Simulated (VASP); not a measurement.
A run of VASP 6.6.1 is set up as follows.

INCAR

```
  ALGO = Normal
  EDIFF = 1E-6
  EDIFFG = -0.005
  ENCUT = 600
  GGA = PS
  IBRION = 2
  ISIF = 3
  ISMEAR = -1
  LASPH = T
  LCHARG = F
  LREAL = F
  LWAVE = F
  NELM = 100
  NSW = 60
  PREC = Accurate
  SIGMA = 0.08
```

File KPOINTS:

```
k-points
0
Gamma
  15 15 15
```

The input POSCAR:

```
BeTe
1.0
    0.0000000000      2.4723605563      2.4723605563
    2.4723605563      0.0000000000      2.4723605563
    2.4723605563      2.4723605563      0.0000000000
Be Te
1 1
Direct
    0.0000000000      0.0000000000      0.0000000000
    0.5000000000      0.5000000000      0.5000000000
```

Potentials or basis: VASP PAW PBE potentials, release 64 (Be, Te).

Command:

```bash
$ cat potpaw_PBE.64/Be/POTCAR potpaw_PBE.64/Te/POTCAR > POTCAR
$ mpirun -np 1 vasp_std > vasp.out
```

Problem. Estimate the relaxed cell.

Solution. a = 3.752 Å, b = 3.752 Å, c = 3.752 Å, α = 60.00°, β = 60.00°, γ = 60.00°.

Problem. What does it give for the band gap on the k mesh?

Solution. Zero (bands 4 and 5 overlap by 1.16 eV).

Problem. What does it give for the relaxed volume?

Solution. 18.68 Å³/atom.

Step by step:
```tsv
step	energy change (eV)	largest force (eV/Å)	pressure (GPa)	volume (Å³)
1	0.0000	0.0000	23.79	30.22
2	-0.3702	0.0000	-5.72	41.14
3	-0.4433	0.0000	0.14	37.30
4	-0.4433	0.0000	-0.16	37.46
5	-0.4434	0.0000	0.01	37.36
```

Caveat: the volume moved by over 15 % at a fixed basis, so the end points are rough; the PAW data sets were made with another functional, which shifts forces and pressure a little; spin-orbit coupling is left out, which moves the levels of the heavy elements.
